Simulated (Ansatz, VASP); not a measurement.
## One calculation of AlNi, two programs

```
Al Ni
1.0
     2.04281   -2.04281    0.00000
     2.04281    2.04281    0.00000
     0.00000    0.00000    2.90114
Al Ni
1 1
Direct
  0.00000 0.00000 0.00000
  0.50000 0.50000 0.50000
```

Alike in both runs: task single point; functional LDA; k mesh 16 × 16 × 14; occupations gaussian, width 0.1 eV; no spin polarisation.

```csv
,VASP,Ansatz
version,VASP 6.6.1,Ansatz 0.2.0
potentials or method,"VASP PAW LDA potentials, release 64 (Al, Ni), cutoff 520 eV","scalar-relativistic, plane waves, PAW"
valence electrons in the cell,13,21
```

|  | VASP | Ansatz | Ansatz less VASP |
| --- | --- | --- | --- |
| gap on the k mesh at the Fermi level (eV) | none | none | - |
| pressure (GPa) | -10.2 | -10.3 | -0.11 |

LDA's correlation is that of Perdew and Zunger in VASP and of Perdew and Wang (1992) in Ansatz. A gap of «none» marks a metal or a gap that the smearing closes. VASP's potentials hold 13 valence electrons a cell and Ansatz's 21, so a difference there can come from the potentials and not from the codes. Ansatz's warnings: structure snapped to symmetry.
